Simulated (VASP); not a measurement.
# BeS (F-43m) in VASP: further runs

Aim: see how the results for BeS move with the level of theory and the settings. Levels: PBE, PBEsol, r2SCAN. Tasks: single point.

Everything below comes from runs of VASP 6.6.1. Logs are shortened: lines on timing, memory, paths and dates and some standing lists are left out, and cuts for length are marked.

## 1. The cell of the first run

The structure is cubic, space group F-43m (No. 216). Conventional cell: a = 4.692 Å, b = 4.692 Å, c = 4.692 Å, α = 90.00°, β = 90.00°, γ = 90.00°. Be (site symmetry -43m) has 4 S at 2.03 Å within 2.7 Å. S (site symmetry -43m) has 4 Be at 2.03 Å within 2.7 Å.

## 2. Single point, PBE (strained)

The input, INCAR:

```
PREC     = Accurate       # precision mode
ENCUT    = 600            # plane-wave cutoff, eV
EDIFF    = 1E-6           # SCF threshold, eV
ISMEAR   = 0              # smearing method
SIGMA    = 0.02           # smearing width, eV
LREAL    = F              # projectors in reciprocal space
LASPH    = T              # aspherical terms in the spheres
NELM     = 120            # most SCF steps
ALGO     = Normal         # electronic algorithm
ISIF     = 2              # what is computed and relaxed
LWAVE    = F              # write WAVECAR
LCHARG   = F              # write CHGCAR
GGA      = PE             # functional
NBANDS   = 11             # bands
GGA_COMPAT= F
```

The input, KPOINTS:

```
Automatic mesh
0
Gamma
  8 8 8
```

The input, POSCAR:

```
BeS
1.0
    0.0000000000      2.3461147500      2.3461147500
    2.3461147500      0.0000000000      2.3461147500
    2.3461147500      2.3461147500      0.0000000000
Be S
1 1
Direct
    0.0000000000      0.0000000000      0.0000000000
    0.7500000000      0.7500000000      0.7500000000
```

Potentials or basis: VASP PAW PBE potentials, release 64 (Be, S).

Run with:

```sh
$ cat potpaw_PBE.64/Be/POTCAR potpaw_PBE.64/S/POTCAR > POTCAR
$ mpirun -np 1 vasp_std > vasp.out
```

OUTCAR:

```text
PREC = Accurate
   ENCUT = 600
   EDIFF = 1E-6
   ISMEAR = 0
   LREAL = F
   LASPH = T
   NELM = 120
   ISIF = 2
   GGA = PE

 ion  position               nearest neighbor table
   1  0.000  0.000  0.000-   2 2.03   2 2.03   2 2.03   2 2.03
   2  0.750  0.750  0.750-   1 2.03   1 2.03   1 2.03   1 2.03

  LATTYP: Found a face centered cubic cell.
 ALAT       =     4.6922295000

  Lattice vectors:

 A1 = (   0.0000000000,   2.3461147500,   2.3461147500)
 A2 = (   2.3461147500,   0.0000000000,   2.3461147500)
 A3 = (   2.3461147500,   2.3461147500,   0.0000000000)

Analysis of symmetry for initial positions (statically):
=====================================================================
 Subroutine PRICEL returns:
 Original cell was already a primitive cell.

 Routine SETGRP: Setting up the symmetry group for a
 face centered cubic supercell.

 Subroutine GETGRP returns: Found 24 space group operations
 (whereof 24 operations were pure point group operations)
 out of a pool of 48 trial point group operations.

The static configuration has the point symmetry T_d .

Analysis of symmetry for dynamics (positions and initial velocities):
=====================================================================
 Subroutine PRICEL returns:
 Original cell was already a primitive cell.

 Routine SETGRP: Setting up the symmetry group for a
 face centered cubic supercell.

 Subroutine GETGRP returns: Found 24 space group operations
 (whereof 24 operations were pure point group operations)
 out of a pool of 48 trial point group operations.

The dynamic configuration has the point symmetry T_d .

 Subroutine INISYM returns: Found 24 space group operations
 (whereof 24 operations are pure point group operations),
 and found     1 'primitive' translations

----------------------------------------------------------------------------------------

                                     Primitive cell

  volume of cell :      25.8272

  direct lattice vectors                    reciprocal lattice vectors
     0.000000000  2.346114750  2.346114750    -0.213118305  0.213118305  0.213118305
     2.346114750  0.000000000  2.346114750     0.213118305 -0.213118305  0.213118305
     2.346114750  2.346114750  0.000000000     0.213118305  0.213118305 -0.213118305

  length of vectors
     3.317907298  3.317907298  3.317907298     0.369131733  0.369131733  0.369131733

  position of ions in fractional coordinates (direct lattice)
     0.000000000  0.000000000  0.000000000
     0.750000000  0.750000000  0.750000000

  ion indices of the primitive-cell ions
   primitive index   ion index
                 1           1
                 2           2

----------------------------------------------------------------------------------------

 KPOINTS: Automatic mesh

Automatic generation of k-mesh.
 Grid dimensions read from file:
 generate k-points for:    8    8    8

 Generating k-lattice:

  Cartesian coordinates                     Fractional coordinates (reciprocal lattice)
    -0.026639788  0.026639788  0.026639788     0.125000000  0.000000000  0.000000000
     0.026639788 -0.026639788  0.026639788     0.000000000  0.125000000  0.000000000
     0.026639788  0.026639788 -0.026639788     0.000000000  0.000000000  0.125000000

  Length of vectors
     0.046141467  0.046141467  0.046141467

  Shift w.r.t. Gamma in fractional coordinates (k-lattice)
     0.000000000  0.000000000  0.000000000

 Subroutine IBZKPT returns following result:
 ===========================================

 Found     29 irreducible k-points:

 Following reciprocal coordinates:
            Coordinates               Weight
  0.000000  0.000000  0.000000      1.000000
  0.125000  0.000000  0.000000      8.000000
  0.250000  0.000000  0.000000      8.000000
  0.375000  0.000000  0.000000      8.000000
  0.500000  0.000000  0.000000      4.000000
  0.125000  0.125000  0.000000      6.000000
[... 16 lines left out ...]
  0.500000  0.250000  0.125000     48.000000
 -0.375000  0.250000  0.125000     24.000000
 [... further k-points ...]
   k-points           NKPTS =     29   k-points in BZ     NKDIM =     29   number of bands    NBANDS=     11
   number of dos      NEDOS =    301   number of ions     NIONS =      2
   total plane-waves  NPLWV =  21952
   dimension x,y,z NGX =    28 NGY =   28 NGZ =   28
   dimension x,y,z NGXF=    56 NGYF=   56 NGZF=   56
   ions per type =               1   1
   NGX,Y,Z   is equivalent  to a cutoff of  14.03, 14.03, 14.03 a.u.
   NGXF,Y,Z  is equivalent  to a cutoff of  28.06, 28.06, 28.06 a.u.
 SYSTEM =  unknown system
   PREC   = accura    normal or accurate (medium, high low for compatibility)
   ISTART =      0    job   : 0-new  1-cont  2-samecut
   ICHARG =      2    charge: 1-file 2-atom 10-const
   ISPIN  =      1    spin polarized calculation?
   LNONCOLLINEAR =      F non collinear calculations
   LSORBIT =      F    spin-orbit coupling
   LASPH  =      T    aspherical Exc in radial PAW
   ENCUT  =  600.0 eV  44.10 Ry    6.64 a.u.   6.63  6.63  6.63*2*pi/ulx,y,z
   NELM   =    120;   NELMIN=  2; NELMDL= -5     # of ELM steps
   EDIFF  = 0.1E-05   stopping-criterion for ELM
   LREAL  =      F    real-space projection
   EDIFFG = 0.1E-04   stopping-criterion for IOM
   NSW    =      0    number of steps for IOM
   IBRION =     -1    ionic relax: 0-MD 1-quasi-New 2-CG
   NFREE  =      0    steps in history (QN), initial steepest desc. (CG)
   ISIF   =      2    stress and relaxation
   ISYM   =      2    0-nonsym 1-usesym 2-fastsym
   POTIM  = 0.5000    time-step for ionic-motion
   TEBEG  =    0.0;   TEEND  =   0.0 temperature during run
   PSTRESS=    0.0 pullay stress
   NELECT =       8.0000    total number of electrons
   NUPDOWN=      -1.0000    fix difference up-down
   EMIN   =  10.00;   EMAX   =-10.00  energy-range for DOS
   EFERMI =   0.00;   METHOD = LEGACY
   ISMEAR =     0;   SIGMA  =   0.02  broadening in eV -4-tet -1-fermi 0-gaus
   EFERMI_NEDOS =   21; number of points for ismear=-14 and -15
   IALGO  =     38    algorithm
   IMIX   =      4    mixing-type and parameters
     AMIX     =   0.40;   BMIX     =  1.00
     AMIX_MAG =   1.60;   BMIX_MAG =  1.00
  volume/ion in A,a.u.               =      12.91        87.15
  Fermi-wavevector in a.u.,A,eV,Ry     =   1.107675  2.093202 16.693577  1.226943
  Thomas-Fermi vector in A             =   2.244192
   LORBIT       =      0    0 simple, 1 ext, 2 COOP (PROOUT), +10 PAW based schemes
   GGA     = PE    functional components
   LHFCALC =     F    Hartree Fock is set to
   AEXX    =    0.0000 exact exchange contribution
   IVDW    =     0    specifies the selected vdW correction
   LEPSILON=     F    determine dielectric tensor
   LRPA    =     F    only Hartree local field effects (RPA)
 non-spin polarized calculation
 Gauss-broadening in eV      SIGMA  =   0.02
  energy-cutoff  :      600.00
  volume of cell :       25.83
 maximum number of plane-waves:       887
 NGX is ok and might be reduce to    28
   NGX = 13   NGY = 13   NGZ = 13

 number of electron       8.0000000 magnetization

 Free energy of the ion-electron system (eV)
  ---------------------------------------------------
  ext. energy  EPLUGINS =         0.00000000
  ---------------------------------------------------
  free energy    TOTEN  =        -9.89296188 eV

  energy without entropy =       -9.89296188  energy(sigma->0) =       -9.89296188

 E-fermi :   5.3690     XC(G=0): -10.1473

 val. band max:        5.2569587493   @ k =   0.0000   0.0000   0.0000
 cond. band min:       8.1211975396   @ k =   0.5000   0.5000   0.0000
 fundamental gap:      2.8642387903
 Fermi energy:         5.3689588414

 k-point     1 :       0.0000    0.0000    0.0000
  band No.  band energies     occupation
      1      -9.1459      2.00000
      2       5.2570      2.00000
      3       5.2570      2.00000
      4       5.2570      2.00000
      5      10.8618      0.00000
      6      10.8618      0.00000
      7      10.8618      0.00000
      8      12.0175      0.00000
      9      18.2575      0.00000
     10      18.2575      0.00000
     11      20.9043      0.00000

 k-point     2 :       0.1250    0.0000    0.0000
  band No.  band energies     occupation
      1      -8.9442      2.00000
      2       3.9311      2.00000
      3       5.0225      2.00000
      4       5.0225      2.00000
      5      11.0308      0.00000
      6      11.2676      0.00000
      7      11.2676      0.00000
      8      13.1954      0.00000
      9      17.5145      0.00000
     10      17.5145      0.00000
     11      20.4979      0.00000

 k-point     3 :       0.2500    0.0000    0.0000
  band No.  band energies     occupation
      1      -8.3820      2.00000
      2       1.6043      2.00000
      3       4.5664      2.00000
      4       4.5664      2.00000
      5      11.0947      0.00000
      6      11.8559      0.00000
      7      11.8559      0.00000
      8      15.3147      0.00000
      9      17.2851      0.00000
     10      17.2851      0.00000
     11      20.0480      0.00000

 k-point     4 :       0.3750    0.0000    0.0000
  band No.  band energies     occupation
      1      -7.6462      2.00000
      2      -0.3730      2.00000
      3       4.2070      2.00000
      4       4.2070      2.00000
      5      11.0985      0.00000
      6      11.8757      0.00000
      7      11.8757      0.00000
      8      16.6151      0.00000
      9      18.8108      0.00000
     10      18.8108      0.00000
     11      20.5248      0.00000

 k-point     5 :       0.5000    0.0000    0.0000
  band No.  band energies     occupation
      1      -7.2466      2.00000
      2      -1.2063      2.00000
      3       4.0772      2.00000
      4       4.0772      2.00000
      5      11.0924      0.00000
      6      11.7715      0.00000
      7      11.7715      0.00000
      8      16.9101      0.00000
      9      20.6564      0.00000
     10      20.6564      0.00000
     11      21.3936      0.00000
[... 211 lines left out ...]
 k-point    21 :       0.5000    0.5000    0.0000
  band No.  band energies     occupation
      1      -6.6026      2.00000
      2      -0.2965      2.00000
      3       2.2521      2.00000
      4       2.2521      2.00000
      5       8.1212      0.00000
      6      10.0618      0.00000
      7      18.8452      0.00000
      8      18.8452      0.00000
      9      22.0799      0.00000
     10      22.2011      0.00000
     11      22.8306      0.00000

 k-point    22 :       0.3750    0.2500    0.1250
  band No.  band energies     occupation
      1      -7.9176      2.00000
      2       1.3818      2.00000
      3       2.8025      2.00000
      4       3.9757      2.00000
      5      10.7968      0.00000
      6      12.6361      0.00000
      7      13.1000      0.00000
      8      14.1290      0.00000
      9      17.4321      0.00000
     10      20.2757      0.00000
     11      21.9625      0.00000

 k-point    23 :       0.5000    0.2500    0.1250
  band No.  band energies     occupation
      1      -7.2614      2.00000
      2       0.0378      2.00000
      3       2.2371      2.00000
      4       3.4283      2.00000
      5      11.2662      0.00000
      6      12.2114      0.00000
      7      14.1252      0.00000
      8      14.8787      0.00000
      9      18.4542      0.00000
     10      20.3296      0.00000
     11      22.5762      0.00000

 k-point    24 :      -0.3750    0.2500    0.1250
  band No.  band energies     occupation
      1      -6.9188      2.00000
      2      -0.6203      2.00000
      3       2.1515      2.00000
      4       3.1420      2.00000
      5      11.2861      0.00000
      6      12.0722      0.00000
      7      14.8449      0.00000
      8      16.2219      0.00000
      9      17.1259      0.00000
     10      21.1878      0.00000
     11      22.0607      0.00000

 [... further k-points ...]

------------------------ aborting loop because EDIFF is reached ----------------------------------------

  FORCE on cell =-STRESS in cart. coord.  units (eV):
  Direction    XX          YY          ZZ          XY          YZ          ZX
  --------------------------------------------------------------------------------------
  -------------------------------------------------------------------------------------
  Total        2.1523396      2.1523396      2.1523396     -0.0000000     -0.0000000      0.0000000
  in kB      133.5191738    133.5191738    133.5191738     -0.0000000     -0.0000000      0.0000000
  external PRESSURE =     133.5191738 kB  Pullay stress =       0.0000000 kB

 VOLUME and BASIS-vectors are now :
 -----------------------------------------------------------------------------
  energy-cutoff  :      600.00
  volume of cell :       25.83
      direct lattice vectors                 reciprocal lattice vectors
     0.000000000  2.346114750  2.346114750    -0.213118305  0.213118305  0.213118305
     2.346114750  0.000000000  2.346114750     0.213118305 -0.213118305  0.213118305
     2.346114750  2.346114750  0.000000000     0.213118305  0.213118305 -0.213118305

 POSITION                                       TOTAL-FORCE (eV/Angst)
 -----------------------------------------------------------------------------------
      0.00000      0.00000      0.00000        -0.000000      0.000000     -0.000000
      3.51917      3.51917      3.51917         0.000000     -0.000000      0.000000
 -----------------------------------------------------------------------------------
    total drift:                                0.000000      0.000000      0.000000

  FREE ENERGIE OF THE ION-ELECTRON SYSTEM (eV)
  ---------------------------------------------------
  free  energy   TOTEN  =        -9.8929618772 eV

  energy  without entropy=       -9.8929618772  energy(sigma->0) =       -9.89296188
```

It took 20 s on 1 thread of Intel Xeon 8259CL, shared host; peak memory 0.15 GiB.

Results:

- Free energy: -9.8930 eV
- Pressure: 13.4 GPa
- Band gap on the k mesh: 2.86 eV (least direct gap 5.60 eV)

Caveat: the cell differs from its parent crystal (strained); the cell stands under pressure. A k mesh can miss the band edges.

## 3. Single point, PBEsol (strained)

The input, INCAR:

```
SYSTEM = BeS
PREC = Accurate ; ENCUT = 600
EDIFF = 1E-6 ; ISMEAR = 0
SIGMA = 0.02 ; LREAL = .False.
LASPH = .True. ; NELM = 120
ALGO = Normal ; ISIF = 2
LWAVE = .False. ; LCHARG = .False.
GGA = PS ; NBANDS = 11
GGA_COMPAT = .False.
```

The input, KPOINTS:

```
Automatic mesh
0
Gamma
  8 8 8
  0 0 0
```

The input, POSCAR:

```
BeS
1.0
    0.0000000000      2.5000537500      2.5000537500
    2.5000537500      0.0000000000      2.5000537500
    2.5000537500      2.5000537500      0.0000000000
Be S
1 1
Direct
    0.0000000000      0.0000000000      0.0000000000
    0.7500000000      0.7500000000      0.7500000000
```

Potentials or basis: VASP PAW PBE potentials, release 64 (Be, S).

Run with:

```sh
$ cat potpaw_PBE.64/Be/POTCAR potpaw_PBE.64/S/POTCAR > POTCAR
$ mpirun -np 1 vasp_std > vasp.out
```

Wall time 23 s (1 thread of Intel Xeon 8259CL, shared host); peak memory 0.15 GiB.

Results (log left out):

| Quantity | Value |
| --- | --- |
| Free energy | -10.4885 eV |
| Pressure | -7.8 GPa |
| Band gap on the k mesh | 3.11 eV (least direct gap 4.97 eV) |

Levels at points of the mesh, in eV from the valence-band top:
```
           k point  band 1  band 2  band 3  band 4  band 5  band 6  band 7  band 8  band 9
(0.00, 0.00, 0.00)  -13.13    0.00    0.00    0.00    4.97    5.63    5.63    5.63   12.60
(0.50, 0.00, 0.00)  -11.74   -5.30   -0.92   -0.92    5.04    6.49    6.49   10.53   14.23
(0.50, 0.50, 0.00)  -11.27   -4.62   -2.37   -2.37    3.11    4.87   12.01   12.01   14.24
```

Caveat: the cell differs from its parent crystal (strained); the cell stands under tension; the PAW data sets were made with another functional, which shifts forces and pressure a little. A k mesh can miss the band edges.

## 4. Single point, PBEsol

This run uses another cell than the first one, of 15.63 Å³/atom.

The input, INCAR:

```
PREC = Accurate
ENCUT = 600
EDIFF = 1E-6
ISMEAR = 0
SIGMA = 0.02
LREAL = False
LASPH = True
NELM = 120
ALGO = Normal
ISIF = 2
LWAVE = False
LCHARG = False
GGA = PS
NBANDS = 11
GGA_COMPAT = False
```

The input, KPOINTS:

```
regular mesh
0
Gamma
  8 8 8
```

POSCAR is that of step 3.

Run with:

```sh
$ cat potpaw_PBE.64/Be/POTCAR potpaw_PBE.64/S/POTCAR > POTCAR
$ mpirun -np 1 vasp_std > vasp.out
```

Wall time 20 s (1 thread of Intel Xeon 8259CL, shared host); peak memory 0.15 GiB.

The run converged. Its results:

```yaml
Free_energy: -10.4885 eV
Pressure: -7.8 GPa
Band_gap_on_the_k_mesh: 3.11 eV (least direct gap 4.97 eV)
```

Levels at points of the mesh, in eV from the valence-band top:
| k point | band 1 | band 2 | band 3 | band 4 | band 5 | band 6 | band 7 | band 8 | band 9 |
| --- | --- | --- | --- | --- | --- | --- | --- | --- | --- |
| (0.00, 0.00, 0.00) | -13.13 | 0.00 | 0.00 | 0.00 | 4.97 | 5.63 | 5.63 | 5.63 | 12.60 |
| (0.50, 0.00, 0.00) | -11.74 | -5.30 | -0.92 | -0.92 | 5.04 | 6.49 | 6.49 | 10.53 | 14.23 |
| (0.50, 0.50, 0.00) | -11.27 | -4.62 | -2.37 | -2.37 | 3.11 | 4.87 | 12.01 | 12.01 | 14.24 |

Caveat: the cell stands under tension; the PAW data sets were made with another functional, which shifts forces and pressure a little. A k mesh can miss the band edges.

## 5. Single point, PBE (strained)

The input, INCAR:

```
  PREC = Accurate
  ENCUT = 600
  EDIFF = 1E-6
  ISMEAR = 0
  SIGMA = 0.02
  LREAL = False
  LASPH = True
  NELM = 120
  ALGO = Normal
  ISIF = 2
  LWAVE = False
  LCHARG = True
  GGA = PE
  LELF = True
  LVHAR = True
  NBANDS = 11
  GGA_COMPAT = False
```

The input, KPOINTS:

```
Automatic mesh
0
Gamma
  8 8 8
```

The input, POSCAR:

```
BeS
1.0
    0.0000000000      2.4614235000      2.4614235000
    2.4614235000      0.0000000000      2.4614235000
    2.4614235000      2.4614235000      0.0000000000
Be S
1 1
Direct
    0.0000000000      0.0000000000      0.0000000000
    0.7500000000      0.7500000000      0.7500000000
```

Run with:

```sh
$ cat potpaw_PBE.64/Be/POTCAR potpaw_PBE.64/S/POTCAR > POTCAR
$ mpirun -np 1 vasp_std > vasp.out
```

It took 22 s on 1 thread of Intel Xeon 8259CL, shared host; peak memory 0.15 GiB.

Results (log left out):

| Item | Value |
| --- | --- |
| Free energy | -10.0070 eV |
| Pressure | -2.5 GPa |
| Band gap on the k mesh | 3.21 eV (least direct gap 5.51 eV) |

Levels at points of the mesh, in eV from the valence-band top:
| k point | band 1 | band 2 | band 3 | band 4 | band 5 | band 6 | band 7 | band 8 |
| --- | --- | --- | --- | --- | --- | --- | --- | --- |
| (0.00, 0.00, 0.00) | -13.40 | 0.00 | 0.00 | 0.00 | 5.51 | 5.68 | 5.68 | 5.68 |
| (0.50, 0.00, 0.00) | -11.91 | -5.51 | -0.97 | -0.97 | 5.32 | 6.57 | 6.57 | 10.99 |
| (0.50, 0.50, 0.00) | -11.41 | -4.80 | -2.49 | -2.49 | 3.21 | 4.95 | 12.42 | 12.42 |

Caveat: the cell differs from its parent crystal (strained).

[end of part 1 of 2]
